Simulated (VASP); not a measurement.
# CoSi2 (Fm-3m) in VASP: a series of runs

The runs below take CoSi2 through single point, with PBEsol.

All numbers are computed with VASP 6.6.1; they aren't measurements. Logs are shortened: lines on timing, memory, paths and dates and some standing lists are left out, and cuts for length are marked.

## Step 1: The cell of the first run

The structure is cubic, space group Fm-3m (No. 225). The conventional cell has a = 5.265 Å, b = 5.265 Å, c = 5.265 Å, α = 90.00°, β = 90.00°, γ = 90.00°. Co (site symmetry m-3m) has 8 Si at 2.28 Å within 3.0 Å. Within 3.0 Å of Si (site symmetry -43m) lie 4 Co at 2.28 Å and 6 Si at 2.63 Å.

## Step 2: Single point, PBEsol, collinear spin, ferromagnetic start

INCAR reads:

```
ALGO = Normal ; EDIFF = 1E-6
ENCUT = 520 ; GGA = PS
ISIF = 2 ; ISMEAR = -1
ISPIN = 2 ; LASPH = T
LCHARG = T ; LELF = T
LMAXMIX = 4 ; LORBIT = 11
LREAL = F ; LVHAR = T
LWAVE = F ; MAGMOM = 3.2 0 0
NBANDS = 20 ; NELM = 150
PREC = Accurate ; SIGMA = 0.05
```

KPOINTS reads:

```
k-points
0
Gamma
  9 9 9
```

POSCAR reads:

```
CoSi2
1.0
    0.0000000000      2.6326013991      2.6326013991
    2.6326013991      0.0000000000      2.6326013991
    2.6326013991      2.6326013991      0.0000000000
Co Si
1 2
Direct
    0.0000000000      0.0000000000      0.0000000000
    0.2500000000      0.2500000000      0.2500000000
    0.7500000000      0.7500000000      0.7500000000
```

Potentials or basis: VASP PAW PBE potentials, release 64 (Co, Si).

Run with:

```sh
> cat potpaw_PBE.64/Co/POTCAR potpaw_PBE.64/Si/POTCAR > POTCAR
> mpirun -np 1 vasp_std > vasp.out
```

OUTCAR:

```text
EDIFF = 1E-6
   ENCUT = 520
   GGA = PS
   ISIF = 2
   ISMEAR = -1
   ISPIN = 2
   LASPH = T
   LORBIT = 11
   LREAL = F
   NELM = 150
   PREC = Accurate

 ion  position               nearest neighbor table
   1  0.000  0.000  0.000-   3 2.28   3 2.28   3 2.28   2 2.28   3 2.28   2 2.28   2 2.28   2 2.28

   2  0.250  0.250  0.250-   1 2.28   1 2.28   1 2.28   1 2.28   3 2.63   3 2.63   3 2.63   3 2.63
                             3 2.63   3 2.63
   3  0.750  0.750  0.750-   1 2.28   1 2.28   1 2.28   1 2.28   2 2.63   2 2.63   2 2.63   2 2.63
                             2 2.63   2 2.63

  LATTYP: Found a face centered cubic cell.
 ALAT       =     5.2652027982

  Lattice vectors:

 A1 = (   0.0000000000,   2.6326013991,   2.6326013991)
 A2 = (   2.6326013991,   0.0000000000,   2.6326013991)
 A3 = (   2.6326013991,   2.6326013991,   0.0000000000)

Analysis of symmetry for initial positions (statically):
=====================================================================
 Subroutine PRICEL returns:
 Original cell was already a primitive cell.

 Routine SETGRP: Setting up the symmetry group for a
 face centered cubic supercell.

 Subroutine GETGRP returns: Found 48 space group operations
 (whereof 48 operations were pure point group operations)
 out of a pool of 48 trial point group operations.

The static configuration has the point symmetry O_h .

Analysis of symmetry for dynamics (positions and initial velocities):
=====================================================================
 Subroutine PRICEL returns:
 Original cell was already a primitive cell.

 Routine SETGRP: Setting up the symmetry group for a
 face centered cubic supercell.

 Subroutine GETGRP returns: Found 48 space group operations
 (whereof 48 operations were pure point group operations)
 out of a pool of 48 trial point group operations.

The dynamic configuration has the point symmetry O_h .

Analysis of structural, dynamic, and magnetic symmetry:
=====================================================================
 Subroutine PRICEL returns:
 Original cell was already a primitive cell.

 Routine SETGRP: Setting up the symmetry group for a
 face centered cubic supercell.

 Subroutine GETGRP returns: Found 48 space group operations
 (whereof 48 operations were pure point group operations)
 out of a pool of 48 trial point group operations.

The overall configuration has the point symmetry O_h .

 Subroutine INISYM returns: Found 48 space group operations
 (whereof 48 operations are pure point group operations),
 and found     1 'primitive' translations

----------------------------------------------------------------------------------------

                                     Primitive cell

  volume of cell :      36.4910

  direct lattice vectors                    reciprocal lattice vectors
     0.000000000  2.632601399  2.632601399    -0.189926208  0.189926208  0.189926208
     2.632601399  0.000000000  2.632601399     0.189926208 -0.189926208  0.189926208
     2.632601399  2.632601399  0.000000000     0.189926208  0.189926208 -0.189926208

  length of vectors
     3.723060603  3.723060603  3.723060603     0.328961841  0.328961841  0.328961841

  position of ions in fractional coordinates (direct lattice)
     0.000000000  0.000000000  0.000000000
     0.250000000  0.250000000  0.250000000
     0.750000000  0.750000000  0.750000000

  ion indices of the primitive-cell ions
   primitive index   ion index
                 1           1
                 2           2
                 3           3

----------------------------------------------------------------------------------------

 KPOINTS: k-points

Automatic generation of k-mesh.
 Grid dimensions read from file:
 generate k-points for:    9    9    9

 Generating k-lattice:

  Cartesian coordinates                     Fractional coordinates (reciprocal lattice)
    -0.021102912  0.021102912  0.021102912     0.111111111  0.000000000  0.000000000
     0.021102912 -0.021102912  0.021102912     0.000000000  0.111111111  0.000000000
     0.021102912  0.021102912 -0.021102912     0.000000000  0.000000000  0.111111111

  Length of vectors
     0.036551316  0.036551316  0.036551316

  Shift w.r.t. Gamma in fractional coordinates (k-lattice)
     0.000000000  0.000000000  0.000000000

 Subroutine IBZKPT returns following result:
 ===========================================

 Found     35 irreducible k-points:

 Following reciprocal coordinates:
            Coordinates               Weight
  0.000000  0.000000  0.000000      1.000000
  0.111111  0.000000  0.000000      8.000000
  0.222222  0.000000  0.000000      8.000000
  0.333333  0.000000  0.000000      8.000000
  0.444444  0.000000  0.000000      8.000000
  0.111111  0.111111  0.000000      6.000000
[... 16 lines left out ...]
 -0.333333  0.333333  0.000000     12.000000
  0.444444  0.444444  0.000000      6.000000
 [... further k-points ...]
   k-points           NKPTS =     35   k-points in BZ     NKDIM =     35   number of bands    NBANDS=     20
   number of dos      NEDOS =    301   number of ions     NIONS =      3
   total plane-waves  NPLWV =  21952
   dimension x,y,z NGX =    28 NGY =   28 NGZ =   28
   dimension x,y,z NGXF=    56 NGYF=   56 NGZF=   56
   ions per type =               1   2
   NGX,Y,Z   is equivalent  to a cutoff of  12.50, 12.50, 12.50 a.u.
   NGXF,Y,Z  is equivalent  to a cutoff of  25.01, 25.01, 25.01 a.u.
 SYSTEM =  unknown system
   PREC   = accura    normal or accurate (medium, high low for compatibility)
   ISTART =      0    job   : 0-new  1-cont  2-samecut
   ICHARG =      2    charge: 1-file 2-atom 10-const
   ISPIN  =      2    spin polarized calculation?
   LNONCOLLINEAR =      F non collinear calculations
   LSORBIT =      F    spin-orbit coupling
   LASPH  =      T    aspherical Exc in radial PAW
   ENCUT  =  520.0 eV  38.22 Ry    6.18 a.u.   6.92  6.92  6.92*2*pi/ulx,y,z
   NELM   =    150;   NELMIN=  2; NELMDL= -5     # of ELM steps
   EDIFF  = 0.1E-05   stopping-criterion for ELM
   LREAL  =      F    real-space projection
   EDIFFG = 0.1E-04   stopping-criterion for IOM
   NSW    =      0    number of steps for IOM
   IBRION =     -1    ionic relax: 0-MD 1-quasi-New 2-CG
   NFREE  =      0    steps in history (QN), initial steepest desc. (CG)
   ISIF   =      2    stress and relaxation
   ISYM   =      2    0-nonsym 1-usesym 2-fastsym
   POTIM  = 0.5000    time-step for ionic-motion
   TEBEG  =    0.0;   TEEND  =   0.0 temperature during run
   PSTRESS=    0.0 pullay stress
   NELECT =      17.0000    total number of electrons
   NUPDOWN=      -1.0000    fix difference up-down
   EMIN   =  10.00;   EMAX   =-10.00  energy-range for DOS
[... 5 lines left out ...]
     AMIX     =   0.40;   BMIX     =  1.00
     AMIX_MAG =   1.60;   BMIX_MAG =  1.00
  volume/ion in A,a.u.               =      12.16        82.08
  Fermi-wavevector in a.u.,A,eV,Ry     =   1.269101  2.398252 21.913764  1.610616
  Thomas-Fermi vector in A             =   2.402160
   LORBIT       =     11    0 simple, 1 ext, 2 COOP (PROOUT), +10 PAW based schemes
   GGA     = PS    functional components
   LHFCALC =     F    Hartree Fock is set to
   AEXX    =    0.0000 exact exchange contribution
   IVDW    =     0    specifies the selected vdW correction
   LEPSILON=     F    determine dielectric tensor
   LRPA    =     F    only Hartree local field effects (RPA)
 spin polarized calculation
  energy-cutoff  :      520.00
  volume of cell :       36.49
 maximum number of plane-waves:      1002
   NGX = 13   NGY = 13   NGZ = 13

 number of electron      17.0000007 magnetization       0.0069367

 number of electron      17.0000007 magnetization      -0.0001759

 Free energy of the ion-electron system (eV)
  ---------------------------------------------------
  ext. energy  EPLUGINS =         0.00000000
  ---------------------------------------------------
  free energy    TOTEN  =       -20.96380846 eV

  energy without entropy =      -20.95364912  energy(sigma->0) =      -20.95872879

 E-fermi :  10.6639     XC(G=0): -12.0919

 val. band max:       10.6517544869   @ k =  -0.2222   0.1111   0.0000
 cond. band min:      10.6821360250   @ k =   0.3333   0.1111   0.0000
 fundamental gap:      0.0303815382
 Fermi energy:        10.6638902950

 spin component 1

 k-point     1 :       0.0000    0.0000    0.0000
  band No.  band energies     occupation
      1      -2.8201      1.00000
      2       6.3872      1.00000
      3       6.3872      1.00000
      4       6.3872      1.00000
      5       8.6240      1.00000
      6       8.6240      1.00000
[... 12 lines left out ...]
     19      21.2612      0.00000
     20      26.6229      0.00000

 k-point     2 :       0.1111    0.0000    0.0000
  band No.  band energies     occupation
      1      -2.6252      1.00000
      2       5.9626      1.00000
      3       6.4557      1.00000
      4       6.4557      1.00000
      5       8.5668      1.00000
      6       8.5668      1.00000
[... 12 lines left out ...]
     19      22.1341      0.00000
     20      27.2028      0.00000

 k-point     3 :       0.2222    0.0000    0.0000
  band No.  band energies     occupation
      1      -2.0470      1.00000
      2       4.8559      1.00000
      3       6.6267      1.00000
      4       6.6267      1.00000
      5       8.4802      1.00000
      6       8.4802      1.00000
[... 12 lines left out ...]
     19      24.4295      0.00000
     20      28.5696      0.00000

 k-point     4 :       0.3333    0.0000    0.0000
  band No.  band energies     occupation
      1      -1.1087      1.00000
      2       3.3486      1.00000
      3       6.7955      1.00000
      4       6.7955      1.00000
      5       8.5548      1.00000
      6       8.5548      1.00000
[... 429 lines left out ...]
 k-point    23 :      -0.3333    0.3333    0.0000
  band No.  band energies     occupation
      1       1.5008      1.00000
      2       2.3476      1.00000
      3       4.2514      1.00000
      4       6.9450      1.00000
      5       7.2581      1.00000
      6       8.0802      1.00000
[... 12 lines left out ...]
     19      27.0941      0.00000
     20      28.1299      0.00000

 k-point    24 :       0.4444    0.4444    0.0000
  band No.  band energies     occupation
      1       1.0141      1.00000
      2       3.7166      1.00000
      3       4.1771      1.00000
      4       6.8595      1.00000
      5       6.8595      1.00000
      6       8.6993      1.00000
[... 12 lines left out ...]
     19      26.1672      0.00000
     20      26.3327      0.00000

 [... further k-points ...]

 spin component 2

 k-point     1 :       0.0000    0.0000    0.0000
  band No.  band energies     occupation
      1      -2.8202      1.00000
      2       6.3871      1.00000
      3       6.3871      1.00000
      4       6.3871      1.00000
      5       8.6237      1.00000
      6       8.6237      1.00000
[... 12 lines left out ...]
     19      21.2614      0.00000
     20      26.6228      0.00000

 k-point     2 :       0.1111    0.0000    0.0000
  band No.  band energies     occupation
      1      -2.6252      1.00000
      2       5.9625      1.00000
      3       6.4556      1.00000
      4       6.4556      1.00000
      5       8.5666      1.00000
      6       8.5666      1.00000
[... 12 lines left out ...]
     19      22.1343      0.00000
     20      27.2028      0.00000

 k-point     3 :       0.2222    0.0000    0.0000
  band No.  band energies     occupation
      1      -2.0471      1.00000
      2       4.8558      1.00000
      3       6.6267      1.00000
      4       6.6267      1.00000
      5       8.4800      1.00000
      6       8.4800      1.00000
[... 12 lines left out ...]
     19      24.4297      0.00000
     20      28.5696      0.00000

 k-point     4 :       0.3333    0.0000    0.0000
  band No.  band energies     occupation
      1      -1.1088      1.00000
      2       3.3486      1.00000
      3       6.7955      1.00000
      4       6.7955      1.00000
      5       8.5547      1.00000
      6       8.5547      1.00000
[... 429 lines left out ...]
 k-point    23 :      -0.3333    0.3333    0.0000
  band No.  band energies     occupation
      1       1.5007      1.00000
      2       2.3475      1.00000
      3       4.2513      1.00000
      4       6.9449      1.00000
      5       7.2580      1.00000
      6       8.0802      1.00000
[... 12 lines left out ...]
     19      27.0941      0.00000
     20      28.1298      0.00000

 k-point    24 :       0.4444    0.4444    0.0000
  band No.  band energies     occupation
      1       1.0140      1.00000
      2       3.7165      1.00000
      3       4.1771      1.00000
      4       6.8594      1.00000
      5       6.8594      1.00000
      6       8.6992      1.00000
[... 12 lines left out ...]
     19      26.1671      0.00000
     20      26.3327      0.00000

 [... further k-points ...]
[... 5 lines left out ...]
  --------------------------------------------------------------------------------------
  -------------------------------------------------------------------------------------
  Total        1.3004186      1.3004186      1.3004186     -0.0000000      0.0000000     -0.0000000
  in kB       57.0963639     57.0963639     57.0963639     -0.0000000      0.0000000     -0.0000000
  external PRESSURE =      57.0963639 kB  Pullay stress =       0.0000000 kB

 VOLUME and BASIS-vectors are now :
 -----------------------------------------------------------------------------
  energy-cutoff  :      520.00
  volume of cell :       36.49
      direct lattice vectors                 reciprocal lattice vectors
     0.000000000  2.632601399  2.632601399    -0.189926208  0.189926208  0.189926208
     2.632601399  0.000000000  2.632601399     0.189926208 -0.189926208  0.189926208
     2.632601399  2.632601399  0.000000000     0.189926208  0.189926208 -0.189926208

 POSITION                                       TOTAL-FORCE (eV/Angst)
 -----------------------------------------------------------------------------------
      0.00000      0.00000      0.00000         0.000000      0.000000      0.000000
      1.31630      1.31630      1.31630        -0.000000     -0.000000     -0.000000
      3.94890      3.94890      3.94890         0.000000      0.000000      0.000000
 -----------------------------------------------------------------------------------
    total drift:                               -0.000000     -0.000000      0.000000

  FREE ENERGIE OF THE ION-ELECTRON SYSTEM (eV)
  ---------------------------------------------------
  free  energy   TOTEN  =       -20.9638084626 eV

  energy  without entropy=      -20.9536491167  energy(sigma->0) =      -20.95872879

 total charge

# of ion       s       p       d       tot
------------------------------------------
    1        0.570   0.784   7.658   9.013
    2        0.717   0.906   0.000   1.623
    3        0.717   0.906   0.000   1.623
--------------------------------------------------
tot          2.004   2.596   7.658  12.258

 magnetization (x)

# of ion       s       p       d       tot
------------------------------------------
    1       -0.000  -0.000  -0.000  -0.000
    2        0.000   0.000   0.000   0.000
    3        0.000   0.000   0.000   0.000
--------------------------------------------------
tot          0.000  -0.000  -0.000  -0.000
```

It took 36 s on 1 thread of Intel Xeon Platinum 8488C (Sapphire Rapids), shared host; peak memory 0.18 GiB.

What came out:

```yaml
Free_energy: -20.9638 eV
Pressure: 5.7 GPa
Net_moment: 0.00 μB per cell
Valence_electrons_inside_the_program's_atomic_spheres: Co 9.01; Si 1.62
```

Levels at points of the mesh, in eV from the Fermi level:
Spin up:
```
           k point  band 6  band 7  band 8  band 9  band 10  band 11  band 12  band 13
(0.00, 0.00, 0.00)   -2.04    1.35    3.48    3.48     3.48     3.68     3.68     3.68
```
Spin down:
| k point | band 5 | band 6 | band 7 | band 8 | band 9 | band 10 | band 11 | band 12 | band 13 | band 14 |
| --- | --- | --- | --- | --- | --- | --- | --- | --- | --- | --- |
| (0.00, 0.00, 0.00) | -2.04 | -2.04 | 1.35 | 3.48 | 3.48 | 3.48 | 3.68 | 3.68 | 3.68 | 5.92 |

Caveat: the starting moments collapsed, and a magnetic state may lie lower; the PAW data sets were made with another functional, which shifts forces and pressure a little.

(Part 1 of 2 ends here.)
